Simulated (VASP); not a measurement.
# Pt (Fm-3m) in VASP: a series of runs, part 2 of 2

VASP 6.6.1. The steps go on from the part before.

### Step 3. Single point, r2SCAN (volume scaled by 0.97)

File POSCAR:

```
Pt
1.0
    0.0000000000      1.9501933742      1.9501933742
    1.9501933742      0.0000000000      1.9501933742
    1.9501933742      1.9501933742      0.0000000000
Pt
1
Direct
    0.0000000000      0.0000000000      0.0000000000
```

File INCAR.step1:

```
SYSTEM = Pt
PREC     = Accurate       ! precision mode
ENCUT    = 520            ! plane-wave cutoff, eV
ISMEAR   = 0              ! smearing method
SIGMA    = 0.1            ! smearing width, eV
LREAL    = .FALSE.        ! projectors in reciprocal space
LASPH    = .TRUE.         ! aspherical terms in the spheres
NELM     = 100            ! most SCF steps
NBANDS   = 11             ! bands
GGA      = PE             ! functional
ALGO     = Normal         ! electronic algorithm
EDIFF    = 1E-4           ! SCF threshold, eV
LWAVE    = .TRUE.         ! write WAVECAR
LCHARG   = .FALSE.        ! write CHGCAR
```

File INCAR.step2:

```
SYSTEM = Pt
PREC     = Accurate       ! precision mode
ENCUT    = 520            ! plane-wave cutoff, eV
EDIFF    = 1E-6           ! SCF threshold, eV
ISMEAR   = 0              ! smearing method
SIGMA    = 0.1            ! smearing width, eV
LREAL    = .FALSE.        ! projectors in reciprocal space
LASPH    = .TRUE.         ! aspherical terms in the spheres
NELM     = 100            ! most SCF steps
ALGO     = Normal         ! electronic algorithm
ISIF     = 2              ! what is computed and relaxed
LWAVE    = .FALSE.        ! write WAVECAR
LCHARG   = .TRUE.         ! write CHGCAR
METAGGA  = R2SCAN         ! meta-GGA
LMIXTAU  = .TRUE.       
LELF     = .TRUE.         ! ELF
LVHAR    = .TRUE.       
NBANDS   = 11             ! bands
ISTART   = 1
```

File KPOINTS:

```
Automatic mesh
0
G
  18 18 18
  0 0 0
```

Potentials or basis: VASP PAW PBE potentials, release 64 (Pt).

Run with:

```
cat potpaw_PBE.64/Pt/POTCAR > POTCAR
cp INCAR.step1 INCAR
mpirun -np 1 vasp_std > vasp.out
cp INCAR.step2 INCAR
mpirun -np 1 vasp_std > vasp.out
```

OUTCAR:

```text
SYSTEM = Pt
   PREC = Accurate
   ENCUT = 520
   EDIFF = 1E-6
   ISMEAR = 0
   LREAL = .FALSE.
   LASPH = .TRUE.
   NELM = 100
   ISIF = 2
   METAGGA = R2SCAN
   ISTART = 1

 ion  position               nearest neighbor table
   1  0.000  0.000  0.000-

  LATTYP: Found a face centered cubic cell.
 ALAT       =     3.9003867484

  Lattice vectors:

 A1 = (   0.0000000000,   1.9501933742,   1.9501933742)
 A2 = (   1.9501933742,   0.0000000000,   1.9501933742)
 A3 = (   1.9501933742,   1.9501933742,   0.0000000000)

Analysis of symmetry for initial positions (statically):
=====================================================================
 Subroutine PRICEL returns:
 Original cell was already a primitive cell.

 Routine SETGRP: Setting up the symmetry group for a
 face centered cubic supercell.

 Subroutine GETGRP returns: Found 48 space group operations
 (whereof 48 operations were pure point group operations)
 out of a pool of 48 trial point group operations.

The static configuration has the point symmetry O_h .

Analysis of symmetry for dynamics (positions and initial velocities):
=====================================================================
 Subroutine PRICEL returns:
 Original cell was already a primitive cell.

 Routine SETGRP: Setting up the symmetry group for a
 face centered cubic supercell.

 Subroutine GETGRP returns: Found 48 space group operations
 (whereof 48 operations were pure point group operations)
 out of a pool of 48 trial point group operations.

The dynamic configuration has the point symmetry O_h .

 Subroutine INISYM returns: Found 48 space group operations
 (whereof 48 operations are pure point group operations),
 and found     1 'primitive' translations

----------------------------------------------------------------------------------------

                                     Primitive cell

  volume of cell :      14.8342

  direct lattice vectors                    reciprocal lattice vectors
[... 106 lines left out ...]
  volume/ion in A,a.u.               =      14.83       100.11
  Fermi-wavevector in a.u.,A,eV,Ry     =   1.435447  2.712601 28.034914  2.060508
  Thomas-Fermi vector in A             =   2.554745
   LORBIT       =      0    0 simple, 1 ext, 2 COOP (PROOUT), +10 PAW based schemes
   METAGGA = R2SCAN    functional components
   LHFCALC =     F    Hartree Fock is set to
   AEXX    =    0.0000 exact exchange contribution
   IVDW    =     0    specifies the selected vdW correction
   LEPSILON=     F    determine dielectric tensor
   LRPA    =     F    only Hartree local field effects (RPA)
 non-spin polarized calculation
 Gauss-broadening in eV      SIGMA  =   0.10
  energy-cutoff  :      520.00
  volume of cell :       14.83
 maximum number of plane-waves:       411
 NGX is ok and might be reduce to    24
   NGX = 11   NGY = 11   NGZ = 11

 number of electron       9.9999999 magnetization

 Free energy of the ion-electron system (eV)
  ---------------------------------------------------
  ext. energy  EPLUGINS =         0.00000000
  ---------------------------------------------------
  free energy    TOTEN  =       -51.48682446 eV

  energy without entropy =      -51.47693503  energy(sigma->0) =      -51.48187975

 E-fermi :  11.3394     XC(G=0): -14.7534

 val. band max:       11.3211789327   @ k =  -0.4444   0.2778   0.0000
 cond. band min:      11.3395454594   @ k =  -0.2778   0.3889   0.1667
 fundamental gap:      0.0183665268
 Fermi energy:        11.3393738113

 k-point     1 :       0.0000    0.0000    0.0000
  band No.  band energies     occupation
      1       0.6442      2.00000
      2       7.3121      2.00000
      3       7.3121      2.00000
      4       7.3121      2.00000
      5       9.5400      2.00000
      6       9.5400      2.00000
      7      26.7683      0.00000
      8      32.0389      0.00000
      9      32.0389      0.00000
     10      32.0389      0.00000
     11      37.9772      0.00000
[... 309 lines left out ...]
 k-point    24 :      -0.2222    0.0556    0.0000
  band No.  band energies     occupation
      1       2.7889      2.00000
      2       6.8061      2.00000
      3       7.7149      2.00000
      4       7.7846      2.00000
      5       9.3560      2.00000
      6      10.0833      2.00000
      7      25.9202      0.00000
      8      28.8110      0.00000
      9      33.6071      0.00000
     10      35.1378      0.00000
     11      36.3750      0.00000

 [... further k-points ...]
[... 5 lines left out ...]
  --------------------------------------------------------------------------------------
  -------------------------------------------------------------------------------------
  Total        0.9124094      0.9124094      0.9124094      0.0000000     -0.0000000      0.0000000
  in kB       98.5456186     98.5456186     98.5456186      0.0000000     -0.0000000      0.0000000
  external PRESSURE =      98.5456186 kB  Pullay stress =       0.0000000 kB

 VOLUME and BASIS-vectors are now :
 -----------------------------------------------------------------------------
  energy-cutoff  :      520.00
  volume of cell :       14.83
      direct lattice vectors                 reciprocal lattice vectors
     0.000000000  1.950193374  1.950193374    -0.256384832  0.256384832  0.256384832
     1.950193374  0.000000000  1.950193374     0.256384832 -0.256384832  0.256384832
     1.950193374  1.950193374  0.000000000     0.256384832  0.256384832 -0.256384832

 POSITION                                       TOTAL-FORCE (eV/Angst)
 -----------------------------------------------------------------------------------
      0.00000      0.00000      0.00000         0.000000      0.000000      0.000000
 -----------------------------------------------------------------------------------
    total drift:                                0.000000      0.000000     -0.000000

  FREE ENERGIE OF THE ION-ELECTRON SYSTEM (eV)
  ---------------------------------------------------
  free  energy   TOTEN  =       -51.4868244606 eV

  energy  without entropy=      -51.4769350329  energy(sigma->0) =      -51.48187975
```

Wall time 38 s (1 thread of Intel Xeon 6975P-C (Granite Rapids), shared host); peak memory 0.16 GiB.

Results:

```yaml
Free_energy: -51.4868 eV
Pressure: 9.9 GPa
Band_gap_on_the_k_mesh: zero (band 5 reaches 11.88 eV, above the bottom of band 6 at 9.44 eV)
```

Caveat: the PAW data sets were made with another functional, which shifts forces and pressure a little; spin-orbit coupling is left out, which moves the levels of the heavy elements.
